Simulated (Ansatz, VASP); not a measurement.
Al2O3: VASP beside Ansatz

```
Al O
1.0
     2.88432    0.00000    0.00000
    -1.44216    2.49790    0.00000
     0.00000    0.00000    9.33675
Al O
2 3
Direct
  0.00000 0.00000 0.85001
  0.00000 0.00000 0.14999
  0.33333 0.66667 0.77768
  0.66667 0.33333 0.00000
  0.33333 0.66667 0.22232
```

Alike in both runs: functional PBEsol; k mesh 12 × 12 × 4; no spin polarisation.

```csv
,VASP,Ansatz
version,VASP 6.6.1,Ansatz 0.2.0
potentials or method,"VASP PAW PBE potentials, release 64 (Al, O)",Ansatz PAW
plane-wave cutoff (eV),520,420
occupations,"gaussian, width 0.01 eV",fixed
valence electrons in the cell,24,24
task,single point,band structure
```

|  | VASP | Ansatz | Ansatz less VASP |
| --- | --- | --- | --- |
| gap on the k mesh at the Fermi level (eV) | 4.74 | 4.76 | +0.015 |
| least direct gap on the mesh (eV) | 4.98 | 5.00 | +0.012 |
| pressure (GPa) | -2.8 | -2.9 | -0.17 |
| traceless stress, the component that is largest in VASP (GPa) | 0.57 | 0.89 | +0.314 |
| rms of the force components (eV/Å) | 0.061 | 0.063 | +0.0015 |

VASP's potentials were made for PBE, not for PBEsol. Atom by atom the forces differ by 0.013 eV/Å (rms over components).
